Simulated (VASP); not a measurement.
# Ge (P-3m1) in VASP: further runs, part 2 of 2

VASP 6.6.1. The steps go on from the part before.

## (4) Vibrations by perturbation theory, PBEsol

The input, INCAR:

```
SYSTEM = Ge
ALGO = Normal ; EDIFF = 1E-8
ENCUT = 520 ; GGA = PS
IBRION = 8 ; ISIF = 2
ISMEAR = -1 ; LASPH = .True.
LCHARG = .False. ; LREAL = .False.
LWAVE = .False. ; NELM = 80
NSW = 1 ; PREC = Accurate
SIGMA = 0.05
```

The input, KPOINTS:

```
k-points
0
Gamma
  8 8 8
  0 0 0
```

The input, POSCAR:

```
Ge
1.0
    4.0904100000      0.0000000000      0.0000000000
   -2.0452000000      3.5424000000      0.0000000000
    0.0000000000      0.0000000000      3.3265800000
Ge
2
Direct
    0.6666700000      0.3333300000      0.1408600000
    0.3333300000      0.6666700000      0.8591400000
```

Potentials or basis: VASP PAW PBE potentials, release 64 (Ge_d).

Run with:

```console
$ cat potpaw_PBE.64/Ge_d/POTCAR > POTCAR
$ mpirun -np 1 vasp_std > vasp.out
```

OUTCAR:

```text
SYSTEM = Ge
   EDIFF = 1E-8
   ENCUT = 520
   GGA = PS
   IBRION = 8
   ISIF = 2
   ISMEAR = -1
   LASPH = .True.
   LREAL = .False.
   NELM = 80
   NSW = 1
   PREC = Accurate

 ion  position               nearest neighbor table
   1  0.667  0.333  0.141-   2 2.54   2 2.54   2 2.54
   2  0.333  0.667  0.859-   1 2.54   1 2.54   1 2.54

  LATTYP: Found a hexagonal cell.
 ALAT       =     4.0904100000
 C/A-ratio  =     0.8132632181

  Lattice vectors:

 A1 = (   4.0904100000,   0.0000000000,   0.0000000000)
 A2 = (  -2.0452000000,   3.5424000000,   0.0000000000)
 A3 = (   0.0000000000,   0.0000000000,   3.3265800000)

Analysis of symmetry for initial positions (statically):
=====================================================================
 Subroutine PRICEL returns:
 Original cell was already a primitive cell.

 Routine SETGRP: Setting up the symmetry group for a
 hexagonal supercell.

 Subroutine GETGRP returns: Found  4 space group operations
 (whereof  4 operations were pure point group operations)
 out of a pool of 24 trial point group operations.

The static configuration has the point symmetry C_2h.

Analysis of symmetry for dynamics (positions and initial velocities):
=====================================================================
 Subroutine PRICEL returns:
 Original cell was already a primitive cell.

 Routine SETGRP: Setting up the symmetry group for a
 hexagonal supercell.

 Subroutine GETGRP returns: Found  4 space group operations
 (whereof  4 operations were pure point group operations)
 out of a pool of 24 trial point group operations.

[... 695 lines left out ...]

--------------------------------------- Ionic step        4  -------------------------------------------

------------------------ aborting loop because EDIFF is reached ----------------------------------------

[... ionic steps 5 to 5 ...]

--------------------------------------- Ionic step        6  -------------------------------------------

 Free energy of the ion-electron system (eV)
  ---------------------------------------------------
  ---------------------------------------------------
  free energy    TOTEN  =        -0.19029432 eV

  energy without entropy =       -0.19029131

------------------------ aborting loop because EDIFF is reached ----------------------------------------

 INTERNAL STRAIN TENSOR  FOR ION    1  DIRECTION 3   (eV/Angst):
 -----------------------------------------------------------------------------
    -2.94920  0.04448  0.02080
     0.04448 -2.89783 -0.01201
    -0.07840  0.04526 -3.54205

 INTERNAL STRAIN TENSOR FOR ION    2 for displacements in x,y,z  (eV/Angst):
          X           Y           Z          XY          YZ          ZX
  --------------------------------------------------------------------------------
  x    -0.00312    -0.00496     0.00741    -4.27486     0.01596     6.44073
  y    -4.61442     4.61909    -0.00428     0.59498     5.95369    -0.01431
  z     2.94920     2.89783     3.54205    -0.04448    -0.04526    -0.02080

 SECOND DERIVATIVES (NOT SYMMETRIZED)
 ------------------------------------
               1X          1Y          1Z          2X          2Y          2Z
  1X    -6.659531   -0.000290    0.000197    6.659531    0.000290   -0.000197
  1Y    -0.000290   -6.659859   -0.000114    0.000290    6.659859    0.000114
  1Z     0.000861   -0.000497   -1.615471   -0.000861    0.000497    1.615471
  2X     6.659531    0.000290   -0.000197   -6.659531   -0.000290    0.000197
  2Y     0.000290    6.659859    0.000114   -0.000290   -6.659859   -0.000114
  2Z    -0.000861    0.000497    1.615471    0.000861   -0.000497   -1.615471

 Eigenvectors and eigenvalues of the dynamical matrix
 ----------------------------------------------------

   1 f  =    6.695847 THz    42.071249 2PiTHz  223.349424 cm-1    27.691787 meV
             X         Y         Z           dx          dy          dz
      2.045227  1.180788  0.468582    -0.356331   -0.610760    0.000000
     -0.000017  2.361612  2.857998     0.356331    0.610760   -0.000000
[... 11 lines left out ...]
   4 f  =    0.000000 THz     0.000000 2PiTHz    0.000002 cm-1     0.000000 meV
             X         Y         Z           dx          dy          dz
      2.045227  1.180788  0.468582     0.707069   -0.007325    0.000165
     -0.000017  2.361612  2.857998     0.707069   -0.007325    0.000165

   5 f/i=    0.000000 THz     0.000000 2PiTHz    0.000002 cm-1     0.000000 meV
             X         Y         Z           dx          dy          dz
      2.045227  1.180788  0.468582     0.007327    0.706767   -0.020669
     -0.000017  2.361612  2.857998     0.007327    0.706767   -0.020669

   6 f/i=    0.000000 THz     0.000001 2PiTHz    0.000004 cm-1     0.000001 meV
             X         Y         Z           dx          dy          dz
      2.045227  1.180788  0.468582     0.000049    0.020670    0.706805
     -0.000017  2.361612  2.857998     0.000049    0.020670    0.706805

--------------------------------------------------------------------------------------------------------

 ELASTIC MODULI CONTR FROM IONIC RELAXATION (kBar)
 Direction    XX          YY          ZZ          XY          YZ          ZX
 --------------------------------------------------------------------------------
 XX        -285.2579    -69.4640   -215.0490     16.3620    139.8793      0.9955
 YY         -69.4640   -279.2423   -211.0773    -11.1528   -134.5390      1.7054
 ZZ        -215.0490   -211.0773   -258.1420      3.4394      3.4452      1.2399
 XY          16.3620    -11.1528      3.4394    -93.0205    -17.3866    137.4483
 YZ         139.8793   -134.5390      3.4452    -17.3866   -176.9554     -0.0986
 ZX           0.9955      1.7054      1.2399    137.4483     -0.0986   -207.0593
 --------------------------------------------------------------------------------
```

Run time: 11 min. Hardware: 1 thread of Oxide Virtual Turin-like, shared host; peak memory 0.48 GiB.

Results:

| Quantity | Value |
| --- | --- |
| Highest phonon frequency at Γ | 223 cm⁻¹ |

Phonon frequencies in cm⁻¹ (negative: imaginary):
```tsv
q point	frequencies
(0.000, 0.000, 0.000)	0 0 0 110 223 223
```

Caveat: the cell wasn't relaxed at this level first, which shifts response properties.
